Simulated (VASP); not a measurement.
# Ru (Cmcm) in VASP: a series of runs, part 2 of 2

VASP 6.6.1. The steps go on from the part before.

## (3) Single point, PBEsol (atoms displaced along a vibrational mode, the cell strained)

The input, INCAR:

```
SYSTEM = Ru
PREC     = Accurate       ! precision mode
ENCUT    = 520            ! plane-wave cutoff, eV
EDIFF    = 1E-6           ! SCF threshold, eV
ISMEAR   = 0              ! smearing method
SIGMA    = 0.15           ! smearing width, eV
LREAL    = .FALSE.        ! projectors in reciprocal space
LASPH    = .TRUE.         ! aspherical terms in the spheres
NELM     = 80             ! most SCF steps
ALGO     = Fast           ! electronic algorithm
ISIF     = 2              ! what is computed and relaxed
LWAVE    = .FALSE.        ! write WAVECAR
LCHARG   = .TRUE.         ! write CHGCAR
GGA      = PS             ! functional
LELF     = .TRUE.         ! ELF
LVHAR    = .TRUE.       
NBANDS   = 21             ! bands
```

The input, KPOINTS:

```
Automatic mesh
0
G
  18 18 10
  0 0 0
```

The input, POSCAR:

```
Ru
1.0
    2.6178701703      0.0000000000      0.0000000000
   -1.3089350852      2.2671420713      0.0000000000
    0.0000000000      0.0000000000      4.2523798378
Ru
2
Direct
    0.3032818421      0.6065636843      0.2500000000
    0.6967181579      0.3934363157      0.7500000000
```

Potentials or basis: VASP PAW PBE potentials, release 64 (Ru_pv).

Launch:

```sh
cat potpaw_PBE.64/Ru_pv/POTCAR > POTCAR
mpirun -np 1 vasp_std > vasp.out
```

OUTCAR:

```text
SYSTEM = Ru
   PREC = Accurate
   ENCUT = 520
   EDIFF = 1E-6
   ISMEAR = 0
   LREAL = .FALSE.
   LASPH = .TRUE.
   NELM = 80
   ISIF = 2
   GGA = PS

 ion  position               nearest neighbor table
   1  0.303  0.607  0.250-   2 2.54   2 2.54   2 2.54   2 2.54   2 2.78   2 2.78
   2  0.697  0.393  0.750-   1 2.54   1 2.54   1 2.54   1 2.54   1 2.78   1 2.78

  LATTYP: Found a hexagonal cell.
 ALAT       =     2.6178701703
 C/A-ratio  =     1.6243662066

  Lattice vectors:

 A1 = (   2.6178701703,   0.0000000000,   0.0000000000)
 A2 = (  -1.3089350852,   2.2671420713,   0.0000000000)
[... 192 lines left out ...]
      5     -28.3462      2.00000
      6     -28.3346      2.00000
[... 565 lines left out ...]
     20      24.3473      0.00000
     21      24.8250      0.00000

 [... further k-points ...]
[... 5 lines left out ...]
  --------------------------------------------------------------------------------------
  -------------------------------------------------------------------------------------
  Total        5.3684522      3.0741712      3.4104292     -0.0000000      0.0000000      0.0000000
  in kB      340.8009400    195.1550277    216.5014112     -0.0000000      0.0000000      0.0000000
  external PRESSURE =     250.8191263 kB  Pullay stress =       0.0000000 kB

 VOLUME and BASIS-vectors are now :
 -----------------------------------------------------------------------------
  energy-cutoff  :      520.00
  volume of cell :       25.24
      direct lattice vectors                 reciprocal lattice vectors
     2.617870170  0.000000000  0.000000000     0.381989914  0.220541979  0.000000000
    -1.308935085  2.267142071  0.000000000     0.000000000  0.441083959  0.000000000
     0.000000000  0.000000000  4.252379838     0.000000000  0.000000000  0.235162436

 POSITION                                       TOTAL-FORCE (eV/Angst)
 -----------------------------------------------------------------------------------
     -0.00000      1.37517      1.06309        -0.000000      2.247307     -0.000000
      1.30894      0.89198      3.18928         0.000000     -2.247307      0.000000
 -----------------------------------------------------------------------------------
    total drift:                                0.000000     -0.000000     -0.000000

  FREE ENERGIE OF THE ION-ELECTRON SYSTEM (eV)
  ---------------------------------------------------
  free  energy   TOTEN  =       -19.9307347503 eV

  energy  without entropy=      -19.9117649018  energy(sigma->0) =      -19.92124983
```

stdout:

```text
POSCAR found type information on POSCAR Ru
 POSCAR found :  1 types and       2 ions
 scaLAPACK will be used
 -----------------------------------------------------------------------------
|                                                                             |
|                                                                             |
|     You enforced a specific xc type in the INCAR file but a different       |
|     I HOPE YOU KNOW WHAT YOU ARE DOING!                                     |
|                                                                             |
 -----------------------------------------------------------------------------

 LDA part: xc-table for (Slater+PW92), standard interpolation
 POSCAR, INCAR and KPOINTS ok, starting setup
 FFT: planning ... GRIDC
 FFT: planning ... GRID_SOFT
 FFT: planning ... GRID
 WAVECAR not read
 entering main loop
WARNING in EDDRMM: call to ZHEGV failed, returncode =   6  3     21
```

Run time: 3.4 min. Hardware: 1 thread of Intel Xeon 6975P-C (Granite Rapids), shared host; peak memory 0.32 GiB.

What came out:

- Free energy: -19.9307 eV
- Pressure: 25.1 GPa
- Largest force: 2.247 eV/Å
- Band gap on the k mesh: zero (bands 14 and 15 overlap by 3.52 eV)

Forces in eV/Å, atoms in the order of the input:
```
Ru   0.000  2.247  0.000
Ru   0.000 -2.247  0.000
```

Levels at points of the mesh, in eV from the Fermi level:
```tsv
k point	band 11	band 12	band 13	band 14	band 15	band 16	band 17	band 18
(0.00, 0.00, 0.00)	-2.60	-2.15	-2.07	-1.95	-0.34	0.22	0.96	2.20
(0.50, 0.00, 0.00)	-2.81	-2.30	-2.16	1.37	1.70	2.23	4.92	6.22
(0.00, 0.50, 0.00)	-1.79	-1.20	-1.09	1.89	2.05	2.27	3.56	7.37
(0.00, 0.00, 0.50)	-3.04	-3.04	-2.85	-2.85	0.17	0.17	0.63	0.63
(0.50, 0.00, 0.50)	-0.87	-0.87	1.12	1.12	1.98	1.98	3.18	3.18
(0.00, 0.50, 0.50)	-1.23	-1.23	-0.61	-0.61	2.03	2.03	4.69	4.69
```

Caveat: the cell differs from its parent crystal (atoms displaced along a vibrational mode, the cell strained); the cell stands under pressure; the PAW data sets were made with another functional, which shifts forces and pressure a little.

## (4) Single point, PBEsol (atoms displaced along a vibrational mode, the cell strained)

The input, INCAR:

```
  PREC = Accurate
  ENCUT = 520
  EDIFF = 1E-7
  ISMEAR = 0
  SIGMA = 0.15
  LREAL = False
  LASPH = True
  NELM = 60
  ALGO = Fast
  ISIF = 2
  LWAVE = False
  LCHARG = True
  GGA = PS
  LELF = True
  LVHAR = True
  NBANDS = 21
```

The input, KPOINTS:

```
regular mesh
0
Gamma
  18 18 10
```

The input, POSCAR:

```
Ru
1.0
    2.6178701703      0.0000000000      0.0000000000
   -1.3089350852      2.2671420713      0.0000000000
    0.0000000000      0.0000000000      4.2523798378
Ru
2
Direct
    0.3533605057      0.7067210114      0.2500000000
    0.6466394943      0.2932789886      0.7500000000
```

Launch:

```sh
cat potpaw_PBE.64/Ru_pv/POTCAR > POTCAR
mpirun -np 1 vasp_std > vasp.out
```

Wall time 3.6 min (1 thread of Intel Xeon 6975P-C (Granite Rapids), shared host); peak memory 0.32 GiB.

It converged, with:

* Free energy: -20.1094 eV
* Pressure: 23.3 GPa
* Largest force: 1.405 eV/Å
* Band gap on the k mesh: zero (bands 14 and 15 overlap by 3.50 eV)

Forces in eV/Å, atoms in the order of the input:
```
Ru   0.000 -1.405  0.000
Ru   0.000  1.405  0.000
```

Stress tensor (GPa, compression positive):
```
22.68  0.00  0.00
 0.00 31.22  0.00
 0.00  0.00 15.91
```

Levels at points of the mesh, in eV from the Fermi level:
| k point | band 10 | band 11 | band 12 | band 13 | band 14 | band 15 | band 16 | band 17 | band 18 | band 19 |
| --- | --- | --- | --- | --- | --- | --- | --- | --- | --- | --- |
| (0.00, 0.00, 0.00) | -2.97 | -2.77 | -2.39 | -1.88 | -1.81 | -0.73 | 0.64 | 1.00 | 1.84 | 10.18 |
| (0.50, 0.00, 0.00) | -3.17 | -2.05 | -1.98 | -1.60 | 1.85 | 1.90 | 2.10 | 4.22 | 6.95 | 10.20 |
| (0.00, 0.50, 0.00) | -3.36 | -3.05 | -2.40 | -1.84 | 1.66 | 1.93 | 2.35 | 5.13 | 6.11 | 12.68 |
| (0.00, 0.00, 0.50) | -3.22 | -3.10 | -3.10 | -2.84 | -2.84 | 0.37 | 0.37 | 0.77 | 0.77 | 10.20 |
| (0.50, 0.00, 0.50) | -5.27 | -1.10 | -1.10 | 0.24 | 0.24 | 2.05 | 2.05 | 4.05 | 4.05 | 10.19 |
| (0.00, 0.50, 0.50) | -5.24 | -1.05 | -1.05 | 1.25 | 1.25 | 2.01 | 2.01 | 3.01 | 3.01 | 10.19 |

Caveat: the cell differs from its parent crystal (atoms displaced along a vibrational mode, the cell strained); the cell stands under pressure; the PAW data sets were made with another functional, which shifts forces and pressure a little.

## (5) Single point, PBEsol (atoms displaced along a vibrational mode, the cell strained)

The input, INCAR:

```
ALGO     = Fast           # electronic algorithm
EDIFF    = 1E-6           # SCF threshold, eV
ENCUT    = 520            # plane-wave cutoff, eV
GGA      = PS             # functional
ISIF     = 2              # what is computed and relaxed
ISMEAR   = 0              # smearing method
LASPH    = T              # aspherical terms in the spheres
LCHARG   = F              # write CHGCAR
LREAL    = F              # projectors in reciprocal space
LWAVE    = F              # write WAVECAR
NBANDS   = 21             # bands
NELM     = 80             # most SCF steps
PREC     = Accurate       # precision mode
SIGMA    = 0.15           # smearing width, eV
```

The input, KPOINTS:

```
k-points
0
Gamma
  18 18 10
```

The input, POSCAR:

```
Ru
1.0
    2.6178701703      0.0000000000      0.0000000000
   -1.3089350852      2.2671420713      0.0000000000
    0.0000000000      0.0000000000      4.2523798378
Ru
2
Direct
    0.3133061610      0.6266123220      0.2500000000
    0.6866938390      0.3733876780      0.7500000000
```

Launch:

```sh
cat potpaw_PBE.64/Ru_pv/POTCAR > POTCAR
mpirun -np 1 vasp_std > vasp.out
```

Run time: 3 min. Hardware: 1 thread of Intel Xeon 6975P-C (Granite Rapids), shared host; peak memory 0.32 GiB.

It converged, with:

| Item | Value |
| --- | --- |
| Free energy | -20.1025 eV |
| Pressure | 23.1 GPa |
| Largest force | 1.516 eV/Å |
| Band gap on the k mesh | zero (bands 14 and 15 overlap by 3.64 eV) |

Forces in eV/Å, atoms in the order of the input:
```
Ru   0.000  1.516  0.000
Ru   0.000 -1.516  0.000
```

Stress tensor (GPa, compression positive):
```
31.44  0.00  0.00
 0.00 21.84  0.00
 0.00  0.00 15.91
```

Levels at points of the mesh, in eV from the Fermi level:
```
           k point  band 10  band 11  band 12  band 13  band 14  band 15  band 16  band 17  band 18  band 19
(0.00, 0.00, 0.00)    -3.04    -2.71    -2.15    -2.01    -1.89    -0.68     0.61     0.99     1.95    10.18
(0.50, 0.00, 0.00)    -3.05    -2.89    -2.14    -1.99     1.72     1.74     2.26     4.83     6.41    10.20
(0.00, 0.50, 0.00)    -3.39    -1.79    -1.61    -1.33     1.98     2.02     2.21     3.90     7.20    10.92
(0.00, 0.00, 0.50)    -3.19    -3.04    -3.04    -2.90    -2.90     0.35     0.35     0.71     0.71    10.20
(0.50, 0.00, 0.50)    -5.30    -0.97    -0.97     0.91     0.91     2.02     2.02     3.36     3.36    10.19
(0.00, 0.50, 0.50)    -5.16    -1.17    -1.17    -0.24    -0.24     2.06     2.06     4.38     4.38    10.18
```

Caveat: the cell differs from its parent crystal (atoms displaced along a vibrational mode, the cell strained); the cell stands under pressure; the PAW data sets were made with another functional, which shifts forces and pressure a little.

## (6) Overview

```csv
cell,further INCAR settings,gap on the mesh (eV),pressure (GPa),largest force (eV/Å)
"as given, atomic positions A",ALGO = Fast; EDIFF = 1e-06; NBANDS = 21,none,25.7,2.01
"as given, atomic positions B",ALGO = Fast; EDIFF = 1e-06; NBANDS = 21,none,25.1,2.25
"as given, atomic positions C",ALGO = Fast; EDIFF = 1e-07; NBANDS = 21,none,23.3,1.40
"as given, atomic positions D",ALGO = Fast; EDIFF = 1e-06; NBANDS = 21,none,23.1,1.52
```

Alike in all rows: task single point; level PBEsol; potentials or basis VASP PAW PBE potentials, release 64 (Ru_pv); no spin polarisation; k mesh 18 × 18 × 10; cutoff (eV) 520; smearing gaussian 0.15 eV.

Caveats: the cell stands under pressure; the PAW data sets were made with another functional, which shifts forces and pressure a little.

Total energies depend on the potentials used, so only differences within one code and one set of settings carry meaning.
